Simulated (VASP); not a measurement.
# Si (a cell with a defect) in VASP: notebook

Runs on Si (a cell with a defect). Level: PBE+D3(BJ). Tasks: single point.

Program: VASP 6.6.1. These are calculated values, not measurements. Logs are shortened: lines on timing, memory, paths and dates and some standing lists are left out, and cuts for length are marked.

### Step 1. The cell of the first run

The cell holds a defect, 63 atoms: a = 10.860 Å, b = 10.860 Å, c = 10.860 Å, α = 90.00°, β = 90.00°, γ = 90.00°.

### Step 2. Single point, PBE+D3(BJ), collinear spin

File INCAR:

```
SYSTEM = Si
ALGO = Normal
EDIFF = 1E-6
ENCUT = 520
GGA = PE
ISIF = 2
ISMEAR = 0
ISPIN = 2
IVDW = 12
LASPH = .True.
LCHARG = .True.
LELF = .True.
LORBIT = 11
LREAL = Auto
LUSENCCL = .False.
LVHAR = .True.
LWAVE = .False.
MAGMOM = 0 0 0 0 0 0 0 0 0 0 0 0.13 0 0 0 0 0 0 0 0 0 0 0 0 0 0 0 0 0 0 0 0 0 0 0.11 0 0 0 0 0 0 0 0 0 0 0 0 0 0 0 0 0 0 0 0 0 0 0 0 0 0 0 0
NBANDS = 167
NELECT = 251.0
NELM = 150
PREC = Accurate
SIGMA = 0.02
```

File KPOINTS:

```
k-points
0
Gamma
  1 1 1
  0 0 0
```

File POSCAR:

```
Si
1.0
   10.8600000000      0.0000000000      0.0000000000
    0.0000000000     10.8600000000      0.0000000000
    0.0000000000      0.0000000000     10.8600000000
Si
63
Direct
    0.5039761510     -0.0121650092      0.0109334254
    0.6265029466      0.1263055249      0.1251254144
    0.7513023941      0.2509147330     -0.0015661142
    0.8732808471      0.3779064457      0.1257377532
    0.7505529466      0.0015377532      0.2488823204
    0.8748873849      0.1266681400      0.3766923573
    0.0023353591     -0.0009353591      0.0011476980
    0.1319695212      0.1184023020      0.1266627993
    0.2517926335      0.2475947514      0.0016660221
    0.3751715470      0.3753551565      0.1250444751
    0.4998743094      0.4987040516     -0.0019766114
    0.6128744015      0.6381612339      0.1205583794
    0.7517444751      0.7504593923     -0.0021692449
    0.8754114180      0.8753410681      0.1247437385
    0.2615355433     -0.0121573665      0.2538114180
    0.3749699816      0.1267765193      0.3765361878
    0.4997403315      0.2501101289      0.2495783610
    0.6230648250      0.3778816759      0.3730039595
    0.7424373849      0.5074972376      0.2479732044
    0.8724081952      0.6264738490      0.3735115101
    0.4986871087      0.0015794659      0.5005024862
    0.6268774401      0.1264195212      0.6244361878
    0.7489529466      0.2532332413      0.4985048803
    0.8749220074      0.3757639042      0.6251256906
    0.7506217311      0.0022939227      0.7497410681
    0.8772908840      0.1248471455      0.8761490792
    0.0000423573      0.4987773481     -0.0019137201
    0.1243427256      0.6239473297      0.1258359116
    0.2594104052      0.7462132597      0.0088415285
    0.4381163904      0.8128106814      0.1864351750
    0.0012357274      0.2479098527      0.2489487109
    0.1235685083      0.3746136280      0.3762462247
    0.2484670350      0.4991734807      0.2495262431
    0.3711576427      0.6371883057      0.3641211786
    0.6154058932      0.8792368324      0.3658395948
   -0.0006188766      0.0019533149      0.5006466851
    0.1260518416      0.1247597606      0.6268284530
    0.2485953959      0.2511693370      0.5009650092
    0.3750044199      0.3775595764      0.6242127072
    0.4982231123      0.5066394107      0.4931305709
    0.6239342541      0.6261110497      0.6224256906
    0.7443213628      0.7514780847      0.4941551565
    0.8737474217      0.8765313996      0.6243106814
    0.2509358195     -0.0006674033      0.7523619705
    0.3766829650      0.1184716390      0.8819464088
    0.4997843462      0.2476554328      0.7507313996
    0.6262678637      0.3742622468      0.8736876611
    0.7488706262      0.5006837017      0.7478696133
    0.8756419890      0.6234217311      0.8740100368
   -0.0005876611      0.7501209945      0.2499153775
    0.1232488950      0.8750081031      0.3766527624
   -0.0024637201      0.5006816759      0.4984580110
    0.1242293738      0.6233034070      0.6247735727
    0.2483488029      0.7509923573      0.5010792818
    0.3746453959      0.8755546961      0.6257540516
   -0.0000319521      0.2497179558      0.7495099448
    0.1259186924      0.3722412523      0.8761547882
    0.2478523941      0.4990953959      0.7501486188
    0.3761002762      0.6238717311      0.8741046041
    0.5002244015      0.7499441068      0.7489769797
    0.6266987109      0.8745251381      0.8734625230
    0.0011324125      0.7489848987      0.7503115101
    0.1304714549      0.8740092081      0.8805854512
```

Potentials or basis: VASP PAW PBE potentials, release 64 (Si).

Command:

```console
cat potpaw_PBE.64/Si/POTCAR > POTCAR
mpirun -np 1 vasp_gam > vasp.out
```

OUTCAR:

```text
SYSTEM = Si
   EDIFF = 1E-6
   ENCUT = 520
   GGA = PE
   ISIF = 2
   ISMEAR = 0
   ISPIN = 2
   IVDW = 12
   LASPH = .True.
   LORBIT = 11
   LREAL = Auto
   NELECT = 251.0
   NELM = 150
   PREC = Accurate
 IVDW          = 12

 ion  position               nearest neighbor table
   1  0.504  0.988  0.011-  61 2.35   2 2.36  45 2.43  30 2.79
   2  0.627  0.126  0.125-   5 2.34  17 2.35   3 2.36   1 2.36
   3  0.751  0.251  0.998-  47 2.34  26 2.35   2 2.36   4 2.36
   4  0.873  0.378  0.126-  27 2.35   3 2.36  31 2.39  19 2.40
   5  0.751  0.002  0.249-   2 2.34  35 2.35  14 2.35   6 2.37
   6  0.875  0.127  0.377-  36 2.34  23 2.35  31 2.35   5 2.37
[... 21 lines left out ...]
  28  0.124  0.624  0.126-  33 2.34  29 2.35  50 2.35  27 2.37
  29  0.259  0.746  0.009-  59 2.35  28 2.35  63 2.41  30 2.83
  30  0.438  0.813  0.186-  12 2.78   1 2.79  15 2.80  34 2.81  29 2.83  35 2.83
  31  0.001  0.248  0.249-   6 2.35  32 2.36   4 2.39   8 2.40
  32  0.124  0.375  0.376-  38 2.34  52 2.35  33 2.36  31 2.36
  33  0.248  0.499  0.250-  28 2.34  10 2.35  32 2.36  34 2.36
  34  0.371  0.637  0.364-  54 2.35  33 2.36  40 2.42  30 2.81
  35  0.615  0.879  0.366-  21 2.35   5 2.35  42 2.41  30 2.83
  36  0.999  0.002  0.501-   6 2.34  43 2.35  51 2.35  37 2.36
[... 25 lines left out ...]
  62  0.001  0.749  0.750-  53 2.35  49 2.35  43 2.39  63 2.41
  63  0.130  0.874  0.881-   7 2.34  44 2.35  62 2.41  29 2.41

  LATTYP: Found a simple cubic cell.
 ALAT       =    10.8600000000

  Lattice vectors:

 A1 = (  10.8600000000,   0.0000000000,   0.0000000000)
 A2 = (   0.0000000000,  10.8600000000,   0.0000000000)
 A3 = (   0.0000000000,   0.0000000000,  10.8600000000)

Analysis of symmetry for initial positions (statically):
=====================================================================
 Subroutine PRICEL returns:
 Original cell was already a primitive cell.

 Routine SETGRP: Setting up the symmetry group for a
 simple cubic supercell.

 Subroutine GETGRP returns: Found  1 space group operations
 (whereof  1 operations were pure point group operations)
 out of a pool of 48 trial point group operations.

The static configuration has the point symmetry C_1 .

Analysis of symmetry for dynamics (positions and initial velocities):
=====================================================================
 Subroutine PRICEL returns:
 Original cell was already a primitive cell.

 Routine SETGRP: Setting up the symmetry group for a
 simple cubic supercell.

 Subroutine GETGRP returns: Found  1 space group operations
 (whereof  1 operations were pure point group operations)
 out of a pool of 48 trial point group operations.

The dynamic configuration has the point symmetry C_1 .

Analysis of structural, dynamic, and magnetic symmetry:
=====================================================================
 Subroutine PRICEL returns:
 Original cell was already a primitive cell.

 Routine SETGRP: Setting up the symmetry group for a
 simple cubic supercell.

 Subroutine GETGRP returns: Found  1 space group operations
 (whereof  1 operations were pure point group operations)
 out of a pool of 48 trial point group operations.

The overall configuration has the point symmetry C_1 .

 Subroutine INISYM returns: Found  1 space group operations
 (whereof  1 operations are pure point group operations),
 and found     1 'primitive' translations

----------------------------------------------------------------------------------------

                                     Primitive cell

  volume of cell :    1280.8241

  direct lattice vectors                    reciprocal lattice vectors
    10.860000000  0.000000000  0.000000000     0.092081031  0.000000000  0.000000000
     0.000000000 10.860000000  0.000000000     0.000000000  0.092081031  0.000000000
     0.000000000  0.000000000 10.860000000     0.000000000  0.000000000  0.092081031

  length of vectors
    10.860000000 10.860000000 10.860000000     0.092081031  0.092081031  0.092081031

[... 177 lines left out ...]
[... 42 lines left out ...]
  free energy    TOTEN  =      -337.81696231 eV

  energy without entropy =     -337.81645163  energy(sigma->0) =     -337.81670697

 E-fermi :   6.1517     XC(G=0):  -9.3298

 val. band max:        6.1165443011   @ k =   0.0000   0.0000   0.0000
 cond. band min:       6.1869208274   @ k =   0.0000   0.0000   0.0000
 fundamental gap:      0.0703765263
 Fermi energy:         6.1517321148

 spin component 1

 k-point     1 :       0.0000    0.0000    0.0000
  band No.  band energies     occupation
      1      -6.1795      1.00000
      2      -5.1451      1.00000
      3      -5.1338      1.00000
      4      -5.1200      1.00000
      5      -5.1197      1.00000
      6      -5.0675      1.00000
[... 129 lines left out ...]
    136       6.8653      0.00000
    137       6.9157      0.00000
 Fermi energy:         6.1517321148

 spin component 2

 k-point     1 :       0.0000    0.0000    0.0000
  band No.  band energies     occupation
      1      -6.1667      1.00000
      2      -5.1347      1.00000
      3      -5.1152      1.00000
      4      -5.1090      1.00000
      5      -5.1067      1.00000
      6      -5.0598      1.00000
[... 129 lines left out ...]
    136       6.8829      0.00000
    137       6.9276      0.00000
 [bands above 137 left out]

------------------------ aborting loop because EDIFF is reached ----------------------------------------

 Edisp (eV)  -19.94967

 E6    (eV) :   -11.6812

 E8    (eV) :    -8.2685

  FORCE on cell =-STRESS in cart. coord.  units (eV):
  Direction    XX          YY          ZZ          XY          YZ          ZX
  --------------------------------------------------------------------------------------
  -------------------------------------------------------------------------------------
  Total     -15.02207   -16.34461   -14.40031     2.72159     3.94988    -5.78976
  in kB     -18.79104   -20.44540   -18.01328     3.40443     4.94088    -7.24239
  external pressure =      -19.08 kB  Pullay stress =        0.00 kB

 VOLUME and BASIS-vectors are now :
 -----------------------------------------------------------------------------
  energy-cutoff  :      520.00
  volume of cell :     1280.82
      direct lattice vectors                 reciprocal lattice vectors
    10.860000000  0.000000000  0.000000000     0.092081031  0.000000000  0.000000000
     0.000000000 10.860000000  0.000000000     0.000000000  0.092081031  0.000000000
     0.000000000  0.000000000 10.860000000     0.000000000  0.000000000  0.092081031

 POSITION                                       TOTAL-FORCE (eV/Angst)
 -----------------------------------------------------------------------------------
      5.47318     10.72789      0.11874         0.006234     -0.002849     -0.001414
      6.80382      1.37168      1.35886         0.002729      0.004262      0.000523
      8.15914      2.72493     10.84299        -0.001527     -0.001044      0.002419
      9.48383      4.10406      1.36551         0.001786      0.001537     -0.001307
      8.15101      0.01670      2.70286        -0.002610     -0.002896     -0.000776
      9.50128      1.37562      4.09088         0.001854      0.003591      0.002431
[... 55 lines left out ...]
      0.01230      8.13398      8.14838        -0.003037     -0.003174     -0.001598
      1.41692      9.49174      9.56316         0.000621      0.002928     -0.000137
 -----------------------------------------------------------------------------------
    total drift:                                0.005560     -0.009749     -0.003832

  FREE ENERGIE OF THE ION-ELECTRON SYSTEM (eV)
  ---------------------------------------------------
  free  energy   TOTEN  =      -357.7666368876 eV

  energy  without entropy=     -357.7661262070  energy(sigma->0) =     -357.76638155

 total charge

# of ion       s       p       d       tot
------------------------------------------
    1        0.764   0.862   0.000   1.626
    2        0.742   0.951   0.000   1.693
    3        0.741   0.951   0.000   1.692
    4        0.745   0.926   0.000   1.671
    5        0.742   0.951   0.000   1.693
    6        0.742   0.949   0.000   1.691
[... 55 lines left out ...]
   62        0.745   0.929   0.000   1.674
   63        0.743   0.926   0.000   1.669
--------------------------------------------------
tot         46.854  58.935   0.000 105.788

 magnetization (x)

# of ion       s       p       d       tot
------------------------------------------
    1        0.008   0.029   0.000   0.037
    2        0.001   0.002   0.000   0.003
    3        0.001   0.006   0.000   0.007
    4        0.000   0.004   0.000   0.004
    5        0.001   0.001   0.000   0.001
    6        0.000   0.002   0.000   0.003
[... 55 lines left out ...]
   62        0.000   0.005   0.000   0.005
   63       -0.000   0.001   0.000   0.001
--------------------------------------------------
tot          0.054   0.337   0.000   0.391
```

Wall time 2.1 min (1 × NVIDIA H100 80GB with 1 thread of AMD EPYC 7R13 (Zen 3), shared host); peak memory 1.9 GiB.

What came out:

```yaml
Free_energy: -357.7666 eV
Largest_force: 0.012 eV/Å
Net_moment: 1.00 μB per cell
Site_moments: Si +0.04, +0.00, +0.01, -0.00, +0.06, -0.01 (each value once) μB
Valence_electrons_inside_the_program's_atomic_spheres: Si 1.63, 1.69, 1.67, 1.70, 1.62, 1.46 (each value once)
Dispersion_energy_per_atom: -0.317 eV
```

Forces on the atoms (eV/Å):
```
Si   0.006 -0.003 -0.001
Si   0.003  0.004  0.001
Si  -0.002 -0.001  0.002
Si   0.002  0.002 -0.001
Si  -0.003 -0.003 -0.001
Si   0.002  0.004  0.002
Si   0.000  0.000  0.001
Si   0.002  0.002 -0.006
Si   0.001 -0.003  0.001
Si  -0.001 -0.001  0.000
Si  -0.002 -0.001 -0.001
Si   0.001  0.004 -0.002
Si   0.001  0.000 -0.001
Si  -0.001  0.000  0.002
Si  -0.003  0.001  0.007
Si   0.003  0.003  0.003
Si  -0.002  0.000 -0.004
Si   0.001 -0.001  0.000
Si  -0.001 -0.002  0.003
Si   0.003  0.000 -0.001
Si  -0.002 -0.002 -0.002
Si   0.003  0.003  0.000
Si  -0.003  0.002 -0.001
Si   0.001  0.001  0.000
Si  -0.001 -0.003  0.000
Si   0.002  0.001  0.002
Si  -0.001 -0.001  0.000
Si   0.001  0.000  0.003
Si  -0.008 -0.005 -0.007
Si   0.001 -0.001 -0.006
Si  -0.002 -0.003  0.001
Si  -0.001  0.000  0.000
Si   0.000 -0.002 -0.001
Si  -0.002  0.000  0.004
Si   0.008  0.004  0.008
Si   0.000 -0.003 -0.001
Si   0.003  0.001  0.001
Si   0.002 -0.003 -0.002
Si   0.000  0.002  0.001
Si   0.001 -0.002  0.000
Si  -0.001  0.000  0.001
Si  -0.001 -0.001  0.000
Si   0.002  0.005  0.002
Si   0.001  0.000 -0.001
Si  -0.006  0.002  0.001
Si   0.000 -0.001  0.001
Si   0.001  0.001  0.000
Si  -0.001 -0.001  0.001
Si   0.002  0.001  0.002
Si  -0.004  0.000 -0.001
Si  -0.001  0.000  0.002
Si  -0.001  0.000 -0.001
Si   0.002  0.001 -0.001
Si   0.000 -0.001  0.001
Si  -0.002  0.003  0.002
Si  -0.001 -0.003 -0.004
Si   0.001  0.001  0.001
Si  -0.001 -0.002  0.001
Si   0.002  0.001  0.000
Si   0.001 -0.001 -0.002
Si   0.003  0.001 -0.003
Si  -0.003 -0.003 -0.002
Si   0.001  0.003  0.000
```

Caveat: the k points lie up to 0.58 Å⁻¹ apart; the cell carries a net charge on a neutralising background, which shifts energy and pressure; the cell is charged against a uniform background, so pressure and absolute levels hang on convention.

[end of part 1 of 2]
